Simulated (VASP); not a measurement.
Te:

```
Te
1.0
     2.35113    1.35743    1.72412
    -2.35113    1.35743    1.72412
     0.00000   -2.71485    1.72412
Te
1
Direct
  0.50000 0.50000 0.50000
```

Base run:

| Quantity | Value |
| --- | --- |
| Program | VASP 6.6.1 |
| Functional | r2SCAN |
| Potentials or basis | VASP PAW PBE potentials, release 64 (Te) |
| Cutoff | 520 eV |
| k mesh | 9 × 9 × 9 |
| Occupations | fermi-dirac, width 0.05 eV |
| Spin | no spin polarisation |

Its results: band gap on the k mesh zero (band 3 reaches 8.53 eV, above the bottom of band 4 at 3.66 eV); pressure -1.1 GPa.

Q: The run is repeated on the same cell with these changes: functional from r2SCAN to PBEsol. What comes out?

A: Band gap on the k mesh zero (band 3 reaches 8.40 eV, above the bottom of band 4 at 3.86 eV); pressure -3.0 GPa.

Caveats: the PAW data sets were made with another functional, which shifts forces and pressure a little; spin-orbit coupling is left out, which moves the levels of the heavy elements.
